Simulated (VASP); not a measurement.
The system is TiSe.

```
Ti Se
1.0
     3.55900    0.00000    0.00000
    -1.77950    3.08218    0.00000
     0.00000    0.00000    6.22000
Ti Se
2 2
Direct
  0.00000 0.00000 0.00000
  0.00000 0.00000 0.50000
  0.33333 0.66667 0.25000
  0.66667 0.33333 0.75000
```

```yaml
Program: VASP 6.6.1
Task: relaxation of cell and atoms
Functional: PBEsol
Dispersion: D3(BJ)
Potentials_or_basis: VASP PAW PBE potentials, release 64 (Ti_sv, Se)
Cutoff: 600 eV
k_mesh: 9 × 9 × 4
Occupations: fermi-dirac, width 0.1 eV
Spin: no spin polarisation
```

At the start: pressure -5.2 GPa; volume 17.06 Å³/atom.

Where does the relaxation end?

Over 9 steps the energy falls by 85.4 meV/atom and the volume is 15.87 Å³/atom (-7.0 %); space group P6_3/mmc (No. 194, to 0.1 Å) before and after.

Step by step:
```tsv
step	energy change (eV)	largest force (eV/Å)	pressure (GPa)	volume (Å³)
1	0.0000	0.0000	-5.21	68.23
2	-0.1724	0.0000	4.24	62.85
3	-0.1726	0.0000	4.70	62.63
4	-0.2949	0.0000	3.90	62.27
5	-0.3210	0.0000	3.60	61.78
6	-0.3247	0.0000	3.63	61.90
7	-0.3399	0.0000	-1.07	63.96
8	-0.3416	0.0000	0.02	63.45
9	-0.3416	0.0000	-0.01	63.49
```

Final structure:
```
Ti Se
1.0
     3.31031    0.00000    0.00000
    -1.65516    2.86681    0.00000
     0.00000    0.00000    6.68965
Ti Se
2 2
Direct
  0.00000 0.00000 0.00000
  0.00000 0.00000 0.50000
  0.33333 0.66667 0.25000
  0.66667 0.33333 0.75000
```

Caveat: the PAW data sets were made with another functional, which shifts forces and pressure a little.
